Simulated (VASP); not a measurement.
Input of a VASP 6.6.1 run:

The input POSCAR:

```
Si
1.0
    2.7154700000     -2.7154700000      0.0000000000
    2.7154700000      0.0000000000     -2.7154700000
    5.7196151346      5.7196151346      5.7196151346
Si
6
Direct
    0.6666666667      0.6666666667      0.5142965158
    1.0000000000      0.0000000000      0.1977868747
    0.3333333333      0.3333333333      0.8308061569
    0.6666666667      0.6666666667      0.7516787466
    1.0000000000      1.0000000000      0.4351691055
    0.3333333333      0.3333333333      0.1186594644
```

File INCAR.step1:

```
SYSTEM = Si
  PREC = Accurate
  ENCUT = 520
  ISMEAR = 0
  SIGMA = 0.05
  LREAL = .FALSE.
  LASPH = .TRUE.
  NELM = 100
  NBANDS = 21
  GGA = PE
  ALGO = Normal
  EDIFF = 1E-4
  LWAVE = .TRUE.
  LCHARG = .FALSE.
```

INCAR.step2

```
SYSTEM = Si
  PREC = Accurate
  ENCUT = 520
  EDIFF = 1E-7
  ISMEAR = 0
  SIGMA = 0.05
  LREAL = .FALSE.
  LASPH = .TRUE.
  NELM = 100
  ALGO = Normal
  ISIF = 2
  LWAVE = .FALSE.
  LCHARG = .FALSE.
  METAGGA = R2SCAN
  LMIXTAU = .TRUE.
  NBANDS = 21
  ISTART = 1
```

Contents of KPOINTS:

```
Automatic mesh
0
G
  8 8 3
  0 0 0
```

Potentials or basis: VASP PAW PBE potentials, release 64 (Si).

Run with:

```console
$ cat potpaw_PBE.64/Si/POTCAR > POTCAR
$ cp INCAR.step1 INCAR
$ mpirun -np 1 vasp_std > vasp.out
$ cp INCAR.step2 INCAR
$ mpirun -np 1 vasp_std > vasp.out
```

Estimate the band gap on the k mesh.

0.64 eV (least direct gap 1.65 eV).

Estimate the largest force.

1.461 eV/Å.

What does it give for the pressure?

-2.1 GPa.

Forces in eV/Å, atoms in the order of the input:
```
Si  -0.022 -0.022 -0.022
Si  -0.208 -0.208 -0.208
Si   0.843  0.843  0.843
Si   0.208  0.208  0.208
Si   0.022  0.022  0.022
Si  -0.843 -0.843 -0.843
```

Caveat: the cell differs from its parent crystal (the distance across one plane changed); the PAW data sets were made with another functional, which shifts forces and pressure a little. A k mesh can miss the band edges.
